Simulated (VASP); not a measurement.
A run of VASP 6.6.1 is set up as follows.

POSCAR

```
Rh
1.0
    0.0000000000      1.9110577500      1.9015500000
    1.9015500000      0.0000000000      1.9015500000
    1.9015500000      1.9110577500      0.0000000000
Rh
1
Direct
    0.0000000000      0.0000000000      0.0000000000
```

File INCAR.step1:

```
SYSTEM = Rh
ALGO     = Normal         ! electronic algorithm
EDIFF    = 1E-4           ! SCF threshold, eV
ENCUT    = 520            ! plane-wave cutoff, eV
GGA      = PE             ! functional
ISMEAR   = 0              ! smearing method
LASPH    = .True.         ! aspherical terms in the spheres
LCHARG   = .False.        ! write CHGCAR
LREAL    = .False.        ! projectors in reciprocal space
LWAVE    = .True.         ! write WAVECAR
NBANDS   = 14             ! bands
NELM     = 60             ! most SCF steps
PREC     = Accurate       ! precision mode
SIGMA    = 0.15           ! smearing width, eV
```

INCAR.step2

```
SYSTEM = Rh
ALGO     = Normal         ! electronic algorithm
EDIFF    = 1E-6           ! SCF threshold, eV
ENCUT    = 520            ! plane-wave cutoff, eV
ISIF     = 2              ! what is computed and relaxed
ISMEAR   = 0              ! smearing method
ISTART   = 1            
LASPH    = .True.         ! aspherical terms in the spheres
LCHARG   = .False.        ! write CHGCAR
LMIXTAU  = .True.       
LREAL    = .False.        ! projectors in reciprocal space
LWAVE    = .False.        ! write WAVECAR
METAGGA  = R2SCAN         ! meta-GGA
NBANDS   = 14             ! bands
NELM     = 60             ! most SCF steps
PREC     = Accurate       ! precision mode
SIGMA    = 0.15           ! smearing width, eV
```

File KPOINTS:

```
k-points
0
Gamma
  22 22 22
  0 0 0
```

Potentials or basis: VASP PAW PBE potentials, release 64 (Rh_pv).

Run with:

```console
$ cat potpaw_PBE.64/Rh_pv/POTCAR > POTCAR
$ cp INCAR.step1 INCAR
$ mpirun -np 1 vasp_std > vasp.out
$ cp INCAR.step2 INCAR
$ mpirun -np 1 vasp_std > vasp.out
```

Question: What does it give for the pressure?

Answer: -0.8 GPa.

Stress tensor (GPa, compression positive):
```
-0.42  0.00  0.00
 0.00 -1.63  0.00
 0.00  0.00 -0.42
```

Caveat: the cell differs from its parent crystal (strain +0.0050 x Voigt [0, 1, 0, 0, 0, 0]); the PAW data sets were made with another functional, which shifts forces and pressure a little.
